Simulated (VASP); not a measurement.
# Cd3Se2S (P3m1) in VASP: further runs

The runs below take Cd3Se2S through single point, with PBE.

All numbers are computed with VASP 6.6.1; they aren't measurements. Logs are shortened: lines on timing, memory, paths and dates and some standing lists are left out, and cuts for length are marked.

## 1. The cell of the first run

It takes space group P3m1 (No. 156, trigonal). The conventional cell has a = 4.316 Å, b = 4.316 Å, c = 10.586 Å, α = 90.00°, β = 90.00°, γ = 120.00°. Within 3.5 Å of Cd (site symmetry 3m) lie 4 Se at 2.66 to 2.68 Å. Within 3.4 Å of Cd (site symmetry 3m) lie 3 S at 2.61 Å and 1 Se at 2.68 Å. Cd (site symmetry 3m) has 1 S at 2.57 Å and 3 Se at 2.66 Å within 3.4 Å. Se (site symmetry 3m) has 4 Cd at 2.66 to 2.68 Å within 3.5 Å. Se (site symmetry 3m) has 4 Cd at 2.66 to 2.68 Å within 3.5 Å. Within 3.4 Å of S (site symmetry 3m) lie 4 Cd at 2.57 to 2.61 Å.

## 2. Single point, PBE

INCAR reads:

```
PREC     = Accurate       # precision mode
ENCUT    = 520            # plane-wave cutoff, eV
EDIFF    = 1E-6           # SCF threshold, eV
ISMEAR   = 0              # smearing method
SIGMA    = 0.1            # smearing width, eV
LREAL    = F              # projectors in reciprocal space
LASPH    = T              # aspherical terms in the spheres
NELM     = 100            # most SCF steps
ALGO     = Normal         # electronic algorithm
ISIF     = 2              # what is computed and relaxed
LWAVE    = F              # write WAVECAR
LCHARG   = F              # write CHGCAR
GGA      = PE             # functional
NBANDS   = 36             # bands
```

KPOINTS reads:

```
regular mesh
0
Gamma
  6 6 2
```

POSCAR reads:

```
Cd3Se2S
1.0
    4.3155832000      0.0000000000      0.0000000000
   -2.1577916000      3.7374047000      0.0000000000
    0.0000000000      0.0000000000     10.5861007000
Cd Se S
3 2 1
Direct
    0.3333333000      0.6666667000      0.0002900000
    0.6666667000      0.3333333000      0.6578390000
    0.0000000000      0.0000000000      0.3424180000
    0.6666667000      0.3333333000      0.9113260000
    0.3333333000      0.6666667000      0.2531820000
    0.0000000000      0.0000000000      0.5849460000
```

Potentials or basis: VASP PAW PBE potentials, release 64 (Cd, Se, S).

On the command line:

```sh
$ cat potpaw_PBE.64/Cd/POTCAR potpaw_PBE.64/Se/POTCAR potpaw_PBE.64/S/POTCAR > POTCAR
$ mpirun -np 1 vasp_std > vasp.out
```

OUTCAR:

```text
PREC = Accurate
   ENCUT = 520
   EDIFF = 1E-6
   ISMEAR = 0
   LREAL = F
   LASPH = T
   NELM = 100
   ISIF = 2
   GGA = PE

 ion  position               nearest neighbor table
   1  0.333  0.667  0.000-   4 2.66   4 2.66   4 2.66   5 2.68
   2  0.667  0.333  0.658-   6 2.61   6 2.61   6 2.61   4 2.68
   3  0.000  0.000  0.342-   6 2.57   5 2.66   5 2.66   5 2.66
   4  0.667  0.333  0.911-   1 2.66   1 2.66   1 2.66   2 2.68
   5  0.333  0.667  0.253-   3 2.66   3 2.66   3 2.66   1 2.68
   6  0.000  0.000  0.585-   3 2.57   2 2.61   2 2.61   2 2.61

  LATTYP: Found a hexagonal cell.
 ALAT       =     4.3155832000
 C/A-ratio  =     2.4529942326

  Lattice vectors:

 A1 = (   4.3155832000,   0.0000000000,   0.0000000000)
 A2 = (  -2.1577916000,   3.7374047000,   0.0000000000)
 A3 = (   0.0000000000,   0.0000000000,  10.5861007000)

Analysis of symmetry for initial positions (statically):
=====================================================================
 Subroutine PRICEL returns:
 Original cell was already a primitive cell.

 Routine SETGRP: Setting up the symmetry group for a
 hexagonal supercell.

 Subroutine GETGRP returns: Found  6 space group operations
 (whereof  6 operations were pure point group operations)
 out of a pool of 24 trial point group operations.

The static configuration has the point symmetry C_3v.

Analysis of symmetry for dynamics (positions and initial velocities):
=====================================================================
 Subroutine PRICEL returns:
 Original cell was already a primitive cell.

 Routine SETGRP: Setting up the symmetry group for a
 hexagonal supercell.

 Subroutine GETGRP returns: Found  6 space group operations
 (whereof  6 operations were pure point group operations)
 out of a pool of 24 trial point group operations.

The dynamic configuration has the point symmetry C_3v.

 Subroutine INISYM returns: Found  6 space group operations
 (whereof  6 operations are pure point group operations),
 and found     1 'primitive' translations

----------------------------------------------------------------------------------------

                                     Primitive cell

  volume of cell :     170.7441

  direct lattice vectors                    reciprocal lattice vectors
     4.315583200  0.000000000  0.000000000     0.231718392  0.133782675  0.000000000
    -2.157791600  3.737404700  0.000000000     0.000000000  0.267565351  0.000000000
     0.000000000  0.000000000 10.586100700     0.000000000  0.000000000  0.094463488

  length of vectors
     4.315583200  4.315583214 10.586100700     0.267565352  0.267565351  0.094463488

  position of ions in fractional coordinates (direct lattice)
     0.333333300  0.666666700  0.000290000
     0.666666700  0.333333300  0.657839000
     0.000000000  0.000000000  0.342418000
     0.666666700  0.333333300  0.911326000
     0.333333300  0.666666700  0.253182000
     0.000000000  0.000000000  0.584946000

  ion indices of the primitive-cell ions
   primitive index   ion index
                 1           1
                 2           2
                 3           3
                 4           4
                 5           5
                 6           6

----------------------------------------------------------------------------------------

 KPOINTS: regular mesh

Automatic generation of k-mesh.
 Grid dimensions read from file:
 generate k-points for:    6    6    2

 Generating k-lattice:

  Cartesian coordinates                     Fractional coordinates (reciprocal lattice)
     0.038619732  0.022297113  0.000000000     0.166666667  0.000000000  0.000000000
     0.000000000  0.044594225  0.000000000     0.000000000  0.166666667  0.000000000
     0.000000000  0.000000000  0.047231744     0.000000000  0.000000000  0.500000000

  Length of vectors
     0.044594225  0.044594225  0.047231744

  Shift w.r.t. Gamma in fractional coordinates (k-lattice)
     0.000000000  0.000000000  0.000000000

 Subroutine IBZKPT returns following result:
 ===========================================

 Found     14 irreducible k-points:

 Following reciprocal coordinates:
            Coordinates               Weight
  0.000000  0.000000  0.000000      1.000000
  0.166667 -0.000000  0.000000      6.000000
  0.333333 -0.000000  0.000000      6.000000
  0.500000 -0.000000  0.000000      3.000000
  0.166667  0.166667  0.000000      6.000000
  0.333333  0.166667  0.000000     12.000000
  0.333333  0.333333  0.000000      2.000000
  0.000000  0.000000  0.500000      1.000000
  0.166667 -0.000000  0.500000      6.000000
  0.333333 -0.000000  0.500000      6.000000
  0.500000 -0.000000  0.500000      3.000000
  0.166667  0.166667  0.500000      6.000000
  0.333333  0.166667  0.500000     12.000000
  0.333333  0.333333  0.500000      2.000000
   k-points           NKPTS =     14   k-points in BZ     NKDIM =     14   number of bands    NBANDS=     36
   number of dos      NEDOS =    301   number of ions     NIONS =      6
   total plane-waves  NPLWV =  81920
   dimension x,y,z NGX =    32 NGY =   32 NGZ =   80
   dimension x,y,z NGXF=    64 NGYF=   64 NGZF=  160
   ions per type =               3   2   1
   NGX,Y,Z   is equivalent  to a cutoff of  12.33, 12.33, 12.56 a.u.
   NGXF,Y,Z  is equivalent  to a cutoff of  24.65, 24.65, 25.13 a.u.
 SYSTEM =  unknown system
   PREC   = accura    normal or accurate (medium, high low for compatibility)
   ISTART =      0    job   : 0-new  1-cont  2-samecut
   ICHARG =      2    charge: 1-file 2-atom 10-const
   ISPIN  =      1    spin polarized calculation?
   LNONCOLLINEAR =      F non collinear calculations
   LSORBIT =      F    spin-orbit coupling
   LASPH  =      T    aspherical Exc in radial PAW
   ENCUT  =  520.0 eV  38.22 Ry    6.18 a.u.   8.02  8.02 19.68*2*pi/ulx,y,z
   NELM   =    100;   NELMIN=  2; NELMDL= -5     # of ELM steps
   EDIFF  = 0.1E-05   stopping-criterion for ELM
   LREAL  =      F    real-space projection
   EDIFFG = 0.1E-04   stopping-criterion for IOM
   NSW    =      0    number of steps for IOM
   IBRION =     -1    ionic relax: 0-MD 1-quasi-New 2-CG
   NFREE  =      0    steps in history (QN), initial steepest desc. (CG)
   ISIF   =      2    stress and relaxation
   ISYM   =      2    0-nonsym 1-usesym 2-fastsym
   POTIM  = 0.5000    time-step for ionic-motion
   TEBEG  =    0.0;   TEEND  =   0.0 temperature during run
   PSTRESS=    0.0 pullay stress
   NELECT =      54.0000    total number of electrons
   NUPDOWN=      -1.0000    fix difference up-down
   EMIN   =  10.00;   EMAX   =-10.00  energy-range for DOS
   EFERMI =   0.00;   METHOD = LEGACY
   ISMEAR =     0;   SIGMA  =   0.10  broadening in eV -4-tet -1-fermi 0-gaus
   EFERMI_NEDOS =   21; number of points for ismear=-14 and -15
   IALGO  =     38    algorithm
   IMIX   =      4    mixing-type and parameters
     AMIX     =   0.40;   BMIX     =  1.00
     AMIX_MAG =   1.60;   BMIX_MAG =  1.00
  volume/ion in A,a.u.               =      28.46       192.04
  Fermi-wavevector in a.u.,A,eV,Ry     =   1.115383  2.107769 16.926740  1.244080
  Thomas-Fermi vector in A             =   2.251988
   LORBIT       =      0    0 simple, 1 ext, 2 COOP (PROOUT), +10 PAW based schemes
   GGA     = PE    functional components
   LHFCALC =     F    Hartree Fock is set to
   AEXX    =    0.0000 exact exchange contribution
   IVDW    =     0    specifies the selected vdW correction
   LEPSILON=     F    determine dielectric tensor
   LRPA    =     F    only Hartree local field effects (RPA)
 non-spin polarized calculation
 Gauss-broadening in eV      SIGMA  =   0.10
  energy-cutoff  :      520.00
  volume of cell :      170.74
 maximum number of plane-waves:      4620
   NGX = 17   NGY = 17   NGZ = 39

 number of electron      54.0000004 magnetization

 Free energy of the ion-electron system (eV)
  ---------------------------------------------------
  ext. energy  EPLUGINS =         0.00000000
  ---------------------------------------------------
  free energy    TOTEN  =       -17.09664372 eV

  energy without entropy =      -17.09664283  energy(sigma->0) =      -17.09664327

 E-fermi :   1.0223     XC(G=0):  -8.7322

 val. band max:        0.7369707803   @ k =   0.0000   0.0000   0.0000
 cond. band min:       1.2958448238   @ k =   0.0000   0.0000   0.0000
 fundamental gap:      0.5588740435
 Fermi energy:         1.0222891932

 k-point     1 :       0.0000    0.0000    0.0000
  band No.  band energies     occupation
      1     -11.5833      2.00000
      2     -11.3508      2.00000
      3     -11.2883      2.00000
      4      -7.0899      2.00000
      5      -7.0899      2.00000
      6      -7.0653      2.00000
[... 28 lines left out ...]
     35       7.2480      0.00000
     36       7.2580      0.00000

 k-point     2 :       0.1667   -0.0000    0.0000
  band No.  band energies     occupation
      1     -11.5062      2.00000
      2     -11.3027      2.00000
      3     -11.2448      2.00000
      4      -7.0568      2.00000
      5      -7.0514      2.00000
      6      -7.0261      2.00000
[... 28 lines left out ...]
     35       7.1445      0.00000
     36       7.1544      0.00000

 k-point     3 :       0.3333   -0.0000    0.0000
  band No.  band energies     occupation
      1     -11.3380      2.00000
      2     -11.2152      2.00000
      3     -11.1603      2.00000
      4      -7.0086      2.00000
      5      -6.9962      2.00000
      6      -6.9473      2.00000
[... 28 lines left out ...]
     35       7.6078      0.00000
     36       7.6869      0.00000
[... 352 lines left out ...]
 k-point    13 :       0.3333    0.1667    0.5000
  band No.  band energies     occupation
      1     -11.2314      2.00000
      2     -11.1926      2.00000
      3     -11.1206      2.00000
      4      -6.9814      2.00000
      5      -6.9672      2.00000
      6      -6.9120      2.00000
[... 28 lines left out ...]
     35       7.5308      0.00000
     36       7.7516      0.00000

 k-point    14 :       0.3333    0.3333    0.5000
  band No.  band energies     occupation
      1     -11.1762      2.00000
      2     -11.1641      2.00000
      3     -11.1213      2.00000
      4      -6.9617      2.00000
      5      -6.9395      2.00000
      6      -6.9067      2.00000
[... 28 lines left out ...]
     35       7.3519      0.00000
     36       7.4524      0.00000

------------------------ aborting loop because EDIFF is reached ----------------------------------------

  FORCE on cell =-STRESS in cart. coord.  units (eV):
  Direction    XX          YY          ZZ          XY          YZ          ZX
  --------------------------------------------------------------------------------------
  -------------------------------------------------------------------------------------
  Total        0.2917373      0.2917373      0.2615053     -0.0000000      0.0000000      0.0000000
  in kB        2.7375173      2.7375173      2.4538358     -0.0000000      0.0000000      0.0000000
  external PRESSURE =       2.6429568 kB  Pullay stress =       0.0000000 kB

 VOLUME and BASIS-vectors are now :
 -----------------------------------------------------------------------------
  energy-cutoff  :      520.00
  volume of cell :      170.74
      direct lattice vectors                 reciprocal lattice vectors
     4.315583200  0.000000000  0.000000000     0.231718392  0.133782675  0.000000000
    -2.157791600  3.737404700  0.000000000     0.000000000  0.267565351  0.000000000
     0.000000000  0.000000000 10.586100700     0.000000000  0.000000000  0.094463488

 POSITION                                       TOTAL-FORCE (eV/Angst)
 -----------------------------------------------------------------------------------
     -0.00000      2.49160      0.00307         0.000000     -0.000000      0.003056
      2.15779      1.24580      6.96395        -0.000000      0.000000      0.000444
      0.00000      0.00000      3.62487         0.000000     -0.000000      0.000605
      2.15779      1.24580      9.64739        -0.000000     -0.000000     -0.004918
     -0.00000      2.49160      2.68021        -0.000000      0.000000     -0.004505
      0.00000      0.00000      6.19230         0.000000     -0.000000      0.005318
 -----------------------------------------------------------------------------------
    total drift:                                0.000001     -0.000001      0.000498

  FREE ENERGIE OF THE ION-ELECTRON SYSTEM (eV)
  ---------------------------------------------------
  free  energy   TOTEN  =       -17.0966437243 eV

  energy  without entropy=      -17.0966428255  energy(sigma->0) =      -17.09664327
```

Run time: 2.4 min. Hardware: 1 thread of Intel Xeon 8259CL, shared host; peak memory 0.31 GiB.

What came out:

```
Free energy            : -17.0966 eV
Pressure               : 0.3 GPa
Largest force          : 0.005 eV/Å
Band gap on the k mesh : 0.56 eV
```

Forces in eV/Å, atoms in the order of the input:
```
Cd   0.000  0.000  0.003
Cd   0.000  0.000  0.000
Cd   0.000  0.000  0.001
Se   0.000  0.000 -0.005
Se   0.000  0.000 -0.005
S    0.000  0.000  0.005
```

Caveat: semilocal functionals underestimate gaps, and a narrow one can read as zero.

## 3. Single point, PBE

This run uses another cell than the first one: it holds 12 atoms, not 6.

INCAR reads:

```
SYSTEM = Cd3Se2S
ALGO     = Normal         ! electronic algorithm
EDIFF    = 1E-7           ! SCF threshold, eV
ENCUT    = 520            ! plane-wave cutoff, eV
GGA      = PE             ! functional
ISIF     = 2              ! what is computed and relaxed
ISMEAR   = 0              ! smearing method
LASPH    = .True.         ! aspherical terms in the spheres
LCHARG   = .True.         ! write CHGCAR
LELF     = .True.         ! ELF
LREAL    = .False.        ! projectors in reciprocal space
LVHAR    = .True.       
LWAVE    = .False.        ! write WAVECAR
NBANDS   = 66             ! bands
NELM     = 80             ! most SCF steps
PREC     = Accurate       ! precision mode
SIGMA    = 0.1            ! smearing width, eV
```

KPOINTS reads:

```
k-points
0
Gamma
  6 6 1
  0 0 0
```

POSCAR reads:

```
Cd3Se2S
1.0
    4.3155832096      0.0000000000      0.0000000000
   -2.1577916048      3.7374046917      0.0000000000
    0.0000000000      0.0000000000     21.1722014000
Cd Se S
6 4 2
Direct
    0.3333333333      0.6666666667      0.0001450000
    0.3333333333      0.6666666667      0.5001450000
    0.6666666667      0.3333333333      0.3289195000
    0.6666666667      0.3333333333      0.8289195000
    0.0000000000      0.0000000000      0.1712090000
    0.0000000000      0.0000000000      0.6712090000
    0.6666666667      0.3333333333      0.4556630000
    0.6666666667      0.3333333333      0.9556630000
    0.3333333333      0.6666666667      0.1265910000
    0.3333333333      0.6666666667      0.6265910000
    0.0000000000      0.0000000000      0.2924730000
    0.0000000000      0.0000000000      0.7924730000
```

Potentials or basis: VASP PAW PBE potentials, release 64 (Cd, Se, S).

On the command line:

```sh
$ cat potpaw_PBE.64/Cd/POTCAR potpaw_PBE.64/Se/POTCAR potpaw_PBE.64/S/POTCAR > POTCAR
$ mpirun -np 1 vasp_std > vasp.out
```

Wall time 6.8 min (1 thread of Intel Xeon 8259CL, shared host); peak memory 0.49 GiB.

The run converged. Its results:

| Item | Value |
| --- | --- |
| Free energy | -34.1934 eV |
| Pressure | 0.3 GPa |
| Largest force | 0.005 eV/Å |
| Band gap on the k mesh | 0.56 eV |

Forces in eV/Å, atoms in the order of the input:
```
Cd   0.000  0.000  0.003
Cd   0.000  0.000  0.003
Cd   0.000  0.000  0.001
Cd   0.000  0.000  0.001
Cd   0.000  0.000  0.000
Cd   0.000  0.000  0.000
Se   0.000  0.000 -0.005
Se   0.000  0.000 -0.005
Se   0.000  0.000 -0.004
Se   0.000  0.000 -0.004
S    0.000  0.000  0.005
S    0.000  0.000  0.005
```

Levels at points of the mesh, in eV from the valence-band top:
| k point | band 51 | band 52 | band 53 | band 54 | band 55 | band 56 | band 57 | band 58 |
| --- | --- | --- | --- | --- | --- | --- | --- | --- |
| (0.00, 0.00, 0.00) | -0.09 | -0.09 | 0.00 | 0.00 | 0.56 | 1.73 | 1.89 | 2.33 |
| (0.50, 0.00, 0.00) | -1.12 | -0.88 | -0.77 | -0.71 | 2.41 | 3.17 | 3.33 | 3.38 |

Caveat: semilocal functionals underestimate gaps, and a narrow one can read as zero.

## 4. Single point, PBE

INCAR reads:

```
PREC = Accurate
ENCUT = 520
EDIFF = 1E-7
ISMEAR = 0
SIGMA = 0.02
LREAL = False
LASPH = True
NELM = 60
ALGO = Normal
ISIF = 2
LWAVE = False
LCHARG = False
GGA = PE
NBANDS = 36
```

KPOINTS reads:

```
Automatic mesh
0
Gamma
  12 12 4
```

POSCAR reads:

```
Cd3Se2S
1.0
    4.3155832096      0.0000000000      0.0000000000
   -2.1577916048      3.7374046917      0.0000000000
    0.0000000000      0.0000000000     10.5861007000
Cd Se S
3 2 1
Direct
    0.3333333333      0.6666666667      0.0002900000
    0.6666666667      0.3333333333      0.6578390000
    0.0000000000      0.0000000000      0.3424180000
    0.6666666667      0.3333333333      0.9113260000
    0.3333333333      0.6666666667      0.2531820000
    0.0000000000      0.0000000000      0.5849460000
```

On the command line:

```sh
$ cat potpaw_PBE.64/Cd/POTCAR potpaw_PBE.64/Se/POTCAR potpaw_PBE.64/S/POTCAR > POTCAR
$ mpirun -np 1 vasp_std > vasp.out
```

It took 10 min on 1 thread of Intel Xeon 8259CL, shared host; peak memory 0.53 GiB.

It converged, with:

- Free energy: -17.1053 eV
- Pressure: 0.3 GPa
- Largest force: 0.006 eV/Å
- Band gap on the k mesh: 0.56 eV

Forces on the atoms (eV/Å):
```
Cd   0.000  0.000  0.001
Cd   0.000  0.000 -0.002
Cd   0.000  0.000  0.000
Se   0.000  0.000 -0.002
Se   0.000  0.000 -0.003
S    0.000  0.000  0.006
```

Levels at points of the mesh, in eV from the valence-band top:
| k point | band 24 | band 25 | band 26 | band 27 | band 28 | band 29 | band 30 | band 31 |
| --- | --- | --- | --- | --- | --- | --- | --- | --- |
| (0.00, 0.00, 0.00) | -0.42 | -0.12 | 0.00 | 0.00 | 0.56 | 2.34 | 2.53 | 6.01 |
| (0.50, 0.00, 0.00) | -1.54 | -1.45 | -1.12 | -0.88 | 3.18 | 3.33 | 3.38 | 3.79 |
| (0.00, 0.00, 0.50) | -0.30 | -0.30 | -0.09 | -0.09 | 1.73 | 1.90 | 2.48 | 5.56 |
| (0.50, 0.00, 0.50) | -1.76 | -1.37 | -0.77 | -0.71 | 2.42 | 3.55 | 3.78 | 4.32 |

Caveat: semilocal functionals underestimate gaps, and a narrow one can read as zero.

## 5. The runs side by side

```tsv
cell	k mesh	smearing	gap on the mesh (eV)	pressure (GPa)	largest force (eV/Å)
a = 4.316, b = 4.316, c = 10.586 Å, angles 90.0, 90.0, 120.0°, 6 atoms, atomic positions A	6 × 6 × 2	gaussian 0.1 eV	0.56	0.3	0.01
a = 4.316, b = 4.316, c = 21.172 Å, angles 90.0, 90.0, 120.0°, 12 atoms, atomic positions B	6 × 6 × 1	gaussian 0.1 eV	0.56	0.3	0.01
a = 4.316, b = 4.316, c = 10.586 Å, angles 90.0, 90.0, 120.0°, 6 atoms, atomic positions A	12 × 12 × 4	gaussian 0.02 eV	0.56	0.3	0.01
```

Alike in all rows: task single point; level PBE; potentials or basis VASP PAW PBE potentials, release 64 (Cd, Se, S); no spin polarisation; cutoff (eV) 520.

Caveats: semilocal functionals underestimate gaps, and a narrow one can read as zero.

Absolute energies hang on the potentials; compare differences alone.
